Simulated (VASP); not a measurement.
# SnC3 (P-4m2) in VASP: further runs

The runs below take SnC3 through single point, with PBEsol.

All numbers are computed with VASP 6.6.1; they aren't measurements. Logs are shortened: lines on timing, memory, paths and dates and some standing lists are left out, and cuts for length are marked.

### Step 1. The cell of the first run

It takes space group P-4m2 (No. 115, tetragonal). Conventional cell: a = 2.979 Å, b = 2.979 Å, c = 4.644 Å, α = 90.00°, β = 90.00°, γ = 90.00°. C (site symmetry 2mm) has 2 C at 1.71 Å and 2 Sn at 2.11 Å within 2.3 Å. C (site symmetry -4m2) has 4 C at 1.71 Å within 2.3 Å. Sn (site symmetry -4m2) has 4 C at 2.11 Å within 2.8 Å.

### Step 2. Single point, PBEsol

Input file INCAR:

```
ALGO = Normal ; EDIFF = 1E-6
ENCUT = 520 ; GGA = PS
ISIF = 2 ; ISMEAR = -5
LASPH = True ; LCHARG = False
LREAL = False ; LWAVE = False
NBANDS = 21 ; NELM = 60
PREC = Accurate ; SIGMA = 0.1
```

Input file KPOINTS:

```
k-points
0
Gamma
  6 6 4
```

Input file POSCAR:

```
SnC3
1.0
    2.9788882431      0.0000000000      0.0000000000
    0.0000000000      2.9788882431      0.0000000000
    0.0000000000      0.0000000000      4.6435166754
C Sn
3 1
Direct
    0.5000000000      0.0000000000      0.8203632750
    0.5000000000      0.5000000000      0.0000000000
    0.0000000000      0.5000000000      0.1796367250
    0.0000000000      0.0000000000      0.5000000000
```

Potentials or basis: VASP PAW PBE potentials, release 64 (C, Sn_d).

Launch:

```sh
cat potpaw_PBE.64/C/POTCAR potpaw_PBE.64/Sn_d/POTCAR > POTCAR
mpirun -np 1 vasp_std > vasp.out
```

OUTCAR:

```text
EDIFF = 1E-6
   ENCUT = 520
   GGA = PS
   ISIF = 2
   ISMEAR = -5
   LASPH = True
   LREAL = False
   NELM = 60
   PREC = Accurate

 ion  position               nearest neighbor table
   1  0.500  0.000  0.820-   2 1.71   2 1.71   4 2.11   4 2.11
   2  0.500  0.500  0.000-   1 1.71   3 1.71   1 1.71   3 1.71
   3  0.000  0.500  0.180-   2 1.71   2 1.71   4 2.11   4 2.11
   4  0.000  0.000  0.500-   1 2.11   3 2.11   3 2.11   1 2.11

  LATTYP: Found a simple tetragonal cell.
 ALAT       =     2.9788882431
 C/A-ratio  =     1.5588086214

  Lattice vectors:

 A1 = (   2.9788882431,   0.0000000000,   0.0000000000)
 A2 = (   0.0000000000,   2.9788882431,   0.0000000000)
 A3 = (   0.0000000000,   0.0000000000,   4.6435166754)

Analysis of symmetry for initial positions (statically):
=====================================================================
 Subroutine PRICEL returns:
 Original cell was already a primitive cell.

 Routine SETGRP: Setting up the symmetry group for a
 simple tetragonal supercell.

 Subroutine GETGRP returns: Found  8 space group operations
 (whereof  8 operations were pure point group operations)
 out of a pool of 16 trial point group operations.

The static configuration has the point symmetry D_2d.

Analysis of symmetry for dynamics (positions and initial velocities):
=====================================================================
 Subroutine PRICEL returns:
 Original cell was already a primitive cell.

 Routine SETGRP: Setting up the symmetry group for a
 simple tetragonal supercell.

 Subroutine GETGRP returns: Found  8 space group operations
 (whereof  8 operations were pure point group operations)
 out of a pool of 16 trial point group operations.

The dynamic configuration has the point symmetry D_2d.

 Subroutine INISYM returns: Found  8 space group operations
 (whereof  8 operations are pure point group operations),
 and found     1 'primitive' translations

----------------------------------------------------------------------------------------

                                     Primitive cell

  volume of cell :      41.2055

  direct lattice vectors                    reciprocal lattice vectors
     2.978888243  0.000000000  0.000000000     0.335695709  0.000000000  0.000000000
     0.000000000  2.978888243  0.000000000     0.000000000  0.335695709  0.000000000
     0.000000000  0.000000000  4.643516675     0.000000000  0.000000000  0.215354024

  length of vectors
     2.978888243  2.978888243  4.643516675     0.335695709  0.335695709  0.215354024

  position of ions in fractional coordinates (direct lattice)
     0.500000000  0.000000000  0.820363275
     0.500000000  0.500000000  0.000000000
     0.000000000  0.500000000  0.179636725
     0.000000000  0.000000000  0.500000000

  ion indices of the primitive-cell ions
   primitive index   ion index
                 1           1
                 2           2
                 3           3
                 4           4

----------------------------------------------------------------------------------------

 KPOINTS: k-points

Automatic generation of k-mesh.
 Grid dimensions read from file:
 generate k-points for:    6    6    4

 Generating k-lattice:

  Cartesian coordinates                     Fractional coordinates (reciprocal lattice)
     0.055949285  0.000000000  0.000000000     0.166666667  0.000000000  0.000000000
     0.000000000  0.055949285  0.000000000     0.000000000  0.166666667  0.000000000
     0.000000000  0.000000000  0.053838506     0.000000000  0.000000000  0.250000000

  Length of vectors
     0.055949285  0.055949285  0.053838506

  Shift w.r.t. Gamma in fractional coordinates (k-lattice)
     0.000000000  0.000000000  0.000000000

 TETIRR: Found    216 inequivalent tetrahedra from      864

 Subroutine IBZKPT returns following result:
 ===========================================

 Found     30 irreducible k-points:

 Following reciprocal coordinates:
            Coordinates               Weight
  0.000000  0.000000  0.000000      1.000000
  0.166667  0.000000  0.000000      4.000000
  0.333333  0.000000  0.000000      4.000000
  0.500000  0.000000  0.000000      2.000000
  0.166667  0.166667  0.000000      4.000000
  0.333333  0.166667  0.000000      8.000000
[... 16 lines left out ...]
  0.333333  0.000000  0.500000      4.000000
  0.500000  0.000000  0.500000      2.000000
 [... further k-points ...]
   k-points           NKPTS =     30   k-points in BZ     NKDIM =     30   number of bands    NBANDS=     21
   number of dos      NEDOS =    301   number of ions     NIONS =      4
   total plane-waves  NPLWV =  20736
   dimension x,y,z NGX =    24 NGY =   24 NGZ =   36
   dimension x,y,z NGXF=    48 NGYF=   48 NGZF=   72
   ions per type =               3   1
   NGX,Y,Z   is equivalent  to a cutoff of  13.39, 13.39, 12.89 a.u.
   NGXF,Y,Z  is equivalent  to a cutoff of  26.79, 26.79, 25.78 a.u.
 SYSTEM =  unknown system
   PREC   = accura    normal or accurate (medium, high low for compatibility)
   ISTART =      0    job   : 0-new  1-cont  2-samecut
   ICHARG =      2    charge: 1-file 2-atom 10-const
   ISPIN  =      1    spin polarized calculation?
   LNONCOLLINEAR =      F non collinear calculations
   LSORBIT =      F    spin-orbit coupling
   LASPH  =      T    aspherical Exc in radial PAW
   ENCUT  =  520.0 eV  38.22 Ry    6.18 a.u.   5.54  5.54  8.63*2*pi/ulx,y,z
   NELM   =     60;   NELMIN=  2; NELMDL= -5     # of ELM steps
   EDIFF  = 0.1E-05   stopping-criterion for ELM
   LREAL  =      F    real-space projection
   EDIFFG = 0.1E-04   stopping-criterion for IOM
   NSW    =      0    number of steps for IOM
   IBRION =     -1    ionic relax: 0-MD 1-quasi-New 2-CG
   NFREE  =      0    steps in history (QN), initial steepest desc. (CG)
   ISIF   =      2    stress and relaxation
   ISYM   =      2    0-nonsym 1-usesym 2-fastsym
   POTIM  = 0.5000    time-step for ionic-motion
   TEBEG  =    0.0;   TEEND  =   0.0 temperature during run
   PSTRESS=    0.0 pullay stress
   NELECT =      26.0000    total number of electrons
   NUPDOWN=      -1.0000    fix difference up-down
   EMIN   =  10.00;   EMAX   =-10.00  energy-range for DOS
   EFERMI =   0.00;   METHOD = LEGACY
   ISMEAR =    -5;   SIGMA  =   0.10  broadening in eV -4-tet -1-fermi 0-gaus
   EFERMI_NEDOS =   21; number of points for ismear=-14 and -15
   IALGO  =     38    algorithm
   IMIX   =      4    mixing-type and parameters
     AMIX     =   0.40;   BMIX     =  1.00
     AMIX_MAG =   1.60;   BMIX_MAG =  1.00
  volume/ion in A,a.u.               =      10.30        69.52
  Fermi-wavevector in a.u.,A,eV,Ry     =   1.404152  2.653463 26.825831  1.971643
  Thomas-Fermi vector in A             =   2.526742
   LORBIT       =      0    0 simple, 1 ext, 2 COOP (PROOUT), +10 PAW based schemes
   GGA     = PS    functional components
   LHFCALC =     F    Hartree Fock is set to
   AEXX    =    0.0000 exact exchange contribution
   IVDW    =     0    specifies the selected vdW correction
   LEPSILON=     F    determine dielectric tensor
   LRPA    =     F    only Hartree local field effects (RPA)
 non-spin polarized calculation
 Fermi weights with tetrahedron method with Bloechl corrections
  energy-cutoff  :      520.00
  volume of cell :       41.21
 maximum number of plane-waves:      1129
 NGX is ok and might be reduce to    24
   NGX = 11   NGY = 11   NGZ = 17

 number of electron      25.9999997 magnetization

 Free energy of the ion-electron system (eV)
  ---------------------------------------------------
  ext. energy  EPLUGINS =         0.00000000
  ---------------------------------------------------
  free energy    TOTEN  =       -27.37461247 eV

  energy without entropy =      -27.37461247  energy(sigma->0) =      -27.37461247

 E-fermi :  10.3967     XC(G=0): -12.1294

 val. band max:       10.3581219821   @ k =   0.0000   0.0000   0.0000
 cond. band min:      10.6786522918   @ k =   0.5000   0.0000   0.5000
 fundamental gap:      0.3205303097
 Fermi energy:        10.3966683489

 k-point     1 :       0.0000    0.0000    0.0000
  band No.  band energies     occupation
      1     -12.4128      2.00000
      2     -11.8489      2.00000
      3     -11.7473      2.00000
      4     -11.7391      2.00000
      5     -11.7391      2.00000
      6      -7.9354      2.00000
[... 13 lines left out ...]
     20      21.2934      0.00000
     21      21.3076      0.00000

 k-point     2 :       0.1667    0.0000    0.0000
  band No.  band energies     occupation
      1     -12.3323      2.00000
      2     -11.8206      2.00000
      3     -11.8027      2.00000
      4     -11.7855      2.00000
      5     -11.7335      2.00000
      6      -7.5543      2.00000
[... 13 lines left out ...]
     20      20.4439      0.00000
     21      20.8845      0.00000

 k-point     3 :       0.3333    0.0000    0.0000
  band No.  band energies     occupation
      1     -12.1983      2.00000
      2     -11.9682      2.00000
      3     -11.8607      2.00000
      4     -11.7227      2.00000
      5     -11.6925      2.00000
      6      -6.4716      2.00000
[... 13 lines left out ...]
     20      20.2897      0.00000
     21      20.5353      0.00000

 k-point     4 :       0.5000    0.0000    0.0000
  band No.  band energies     occupation
      1     -12.1399      2.00000
      2     -12.0472      2.00000
      3     -11.8978      2.00000
      4     -11.7173      2.00000
      5     -11.6207      2.00000
      6      -5.3628      2.00000
[... 13 lines left out ...]
     20      20.0713      0.00000
     21      20.6452      0.00000

 k-point     5 :       0.1667    0.1667    0.0000
  band No.  band energies     occupation
      1     -12.2402      2.00000
      2     -11.8296      2.00000
      3     -11.8090      2.00000
      4     -11.8073      2.00000
      5     -11.7739      2.00000
      6      -7.1772      2.00000
[... 13 lines left out ...]
     20      19.6836      0.00000
     21      20.8439      0.00000

 k-point     6 :       0.3333    0.1667    0.0000
  band No.  band energies     occupation
      1     -12.0881      2.00000
      2     -11.9508      2.00000
      3     -11.9139      2.00000
      4     -11.7908      2.00000
      5     -11.6788      2.00000
      6      -6.1065      2.00000
[... 13 lines left out ...]
     20      19.7500      0.00000
     21      19.9828      0.00000

 k-point     7 :       0.5000    0.1667    0.0000
  band No.  band energies     occupation
      1     -12.0349      2.00000
      2     -12.0165      2.00000
      3     -11.9556      2.00000
      4     -11.7829      2.00000
      5     -11.6100      2.00000
      6      -5.0089      2.00000
[... 13 lines left out ...]
     20      19.3947      0.00000
     21      20.4179      0.00000
[... 291 lines left out ...]
      1     -12.1196      2.00000
      2     -12.0031      2.00000
      3     -12.0031      2.00000
      4     -11.6103      2.00000
      5     -11.5740      2.00000
      6      -2.7924      2.00000
[... 13 lines left out ...]
     20      18.9555      0.00000
     21      20.7303      0.00000

 k-point    21 :       0.0000    0.0000    0.5000
  band No.  band energies     occupation
      1     -12.4159      2.00000
      2     -11.8271      2.00000
      3     -11.7472      2.00000
      4     -11.7432      2.00000
      5     -11.7432      2.00000
      6      -7.2129      2.00000
[... 13 lines left out ...]
     20      18.3928      0.00000
     21      20.3030      0.00000

 k-point    22 :       0.1667    0.0000    0.5000
  band No.  band energies     occupation
      1     -12.3353      2.00000
      2     -11.8309      2.00000
      3     -11.7853      2.00000
      4     -11.7829      2.00000
      5     -11.7371      2.00000
      6      -6.8417      2.00000
[... 13 lines left out ...]
     20      19.2053      0.00000
     21      20.2218      0.00000

 k-point    23 :       0.3333    0.0000    0.5000
  band No.  band energies     occupation
      1     -12.2008      2.00000
      2     -11.9909      2.00000
      3     -11.8602      2.00000
      4     -11.7254      2.00000
      5     -11.6722      2.00000
      6      -5.8357      2.00000
[... 13 lines left out ...]
     20      19.4612      0.00000
     21      19.6247      0.00000

 k-point    24 :       0.5000    0.0000    0.5000
  band No.  band energies     occupation
      1     -12.1400      2.00000
      2     -12.0759      2.00000
      3     -11.8972      2.00000
      4     -11.7195      2.00000
      5     -11.6013      2.00000
      6      -4.9220      2.00000
[... 13 lines left out ...]
     20      19.7682      0.00000
     21      20.1391      0.00000

 [... further k-points ...]
[... 5 lines left out ...]
  --------------------------------------------------------------------------------------
  -------------------------------------------------------------------------------------
  Total       -0.7945404     -0.7945404     -0.7249592      0.0000000     -0.0000000      0.0000000
  in kB      -30.8937875    -30.8937875    -28.1882890      0.0000000     -0.0000000      0.0000000
  external PRESSURE =     -29.9919547 kB  Pullay stress =       0.0000000 kB

 VOLUME and BASIS-vectors are now :
 -----------------------------------------------------------------------------
  energy-cutoff  :      520.00
  volume of cell :       41.21
      direct lattice vectors                 reciprocal lattice vectors
     2.978888243  0.000000000  0.000000000     0.335695709  0.000000000  0.000000000
     0.000000000  2.978888243  0.000000000     0.000000000  0.335695709  0.000000000
     0.000000000  0.000000000  4.643516675     0.000000000  0.000000000  0.215354024

 POSITION                                       TOTAL-FORCE (eV/Angst)
 -----------------------------------------------------------------------------------
      1.48944      0.00000      3.80937         0.000000      0.000000      0.311971
      1.48944      1.48944      0.00000         0.000000     -0.000000      0.000000
      0.00000      1.48944      0.83415         0.000000      0.000000     -0.311971
      0.00000      0.00000      2.32176         0.000000     -0.000000      0.000000
 -----------------------------------------------------------------------------------
    total drift:                                0.000000     -0.000000      0.000000

  FREE ENERGIE OF THE ION-ELECTRON SYSTEM (eV)
  ---------------------------------------------------
  free  energy   TOTEN  =       -27.3746124718 eV

  energy  without entropy=      -27.3746124718  energy(sigma->0) =      -27.37461247
```

It took 8.2 s on 1 thread of Intel Xeon 6975P-C (Granite Rapids), shared host; peak memory 0.17 GiB.

What came out:

| Property | Result |
| --- | --- |
| Free energy | -27.3746 eV |
| Pressure | -3.0 GPa |
| Largest force | 0.312 eV/Å |
| Band gap on the k mesh | 0.32 eV, indirect (least direct gap 0.56 eV) |

Forces in eV/Å, atoms in the order of the input:
```
C    0.000  0.000  0.312
C    0.000  0.000  0.000
C    0.000  0.000 -0.312
Sn   0.000  0.000  0.000
```

Levels at points of the mesh, in eV from the valence-band top:
| k point | band 10 | band 11 | band 12 | band 13 | band 14 | band 15 | band 16 | band 17 |
| --- | --- | --- | --- | --- | --- | --- | --- | --- |
| (0.00, 0.00, 0.00) | -6.26 | -1.62 | 0.00 | 0.00 | 0.56 | 0.98 | 2.64 | 4.74 |
| (0.50, 0.00, 0.00) | -6.87 | -6.52 | -5.20 | -0.73 | 1.90 | 3.13 | 4.05 | 6.07 |
| (0.50, 0.50, 0.00) | -6.76 | -5.58 | -5.58 | -3.66 | 0.58 | 0.58 | 1.96 | 2.21 |
| (0.00, 0.00, 0.50) | -5.95 | -5.59 | -1.18 | -1.18 | 0.50 | 1.79 | 4.03 | 4.87 |
| (0.50, 0.00, 0.50) | -5.20 | -3.47 | -2.88 | -0.55 | 0.32 | 2.32 | 2.78 | 5.82 |
| (0.50, 0.50, 0.50) | -6.74 | -6.74 | -6.68 | -6.25 | 3.60 | 3.60 | 4.75 | 5.90 |

Caveat: the PAW data sets were made with another functional, which shifts forces and pressure a little; spin-orbit coupling is left out, which moves the levels of the heavy elements.

(Continued in part 2 of 2.)
